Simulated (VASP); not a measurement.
Here is a VASP 6.6.1 calculation.

POSCAR

```
CdS
1.0
    0.0000000000      2.9683836313      2.9683836313
    2.9683836313      0.0000000000      2.9683836313
    2.9683836313      2.9683836313      0.0000000000
Cd S
1 1
Direct
    0.0000000000      0.0000000000      0.0000000000
    0.2500000000      0.2500000000      0.2500000000
```

INCAR.step1

```
ALGO = Normal
EDIFF = 1E-4
ENCUT = 520
GGA = PE
ISMEAR = 0
LASPH = T
LCHARG = F
LREAL = F
LWAVE = T
NBANDS = 16
NELM = 100
PREC = Accurate
SIGMA = 0.02
```

Contents of INCAR.step2:

```
ALGO = Normal
EDIFF = 1E-7
ENCUT = 520
ISIF = 2
ISMEAR = 0
ISTART = 1
LASPH = T
LCHARG = F
LMIXTAU = T
LREAL = F
LWAVE = F
METAGGA = R2SCAN
NBANDS = 16
NELM = 100
PREC = Accurate
SIGMA = 0.02
```

KPOINTS

```
k-points
0
Gamma
  8 8 8
```

Potentials or basis: VASP PAW PBE potentials, release 64 (Cd, S).

Command:

```console
$ cat potpaw_PBE.64/Cd/POTCAR potpaw_PBE.64/S/POTCAR > POTCAR
$ cp INCAR.step1 INCAR
$ mpirun -np 1 vasp_std > vasp.out
$ cp INCAR.step2 INCAR
$ mpirun -np 1 vasp_std > vasp.out
```

Task: Predict the pressure.

Result: -1.4 GPa.

Task: What does it give for the band gap on the k mesh?

Result: 1.47 eV.

Caveat: the PAW data sets were made with another functional, which shifts forces and pressure a little. r2SCAN opens gaps a little over a GGA but as a rule still falls short of measured ones.
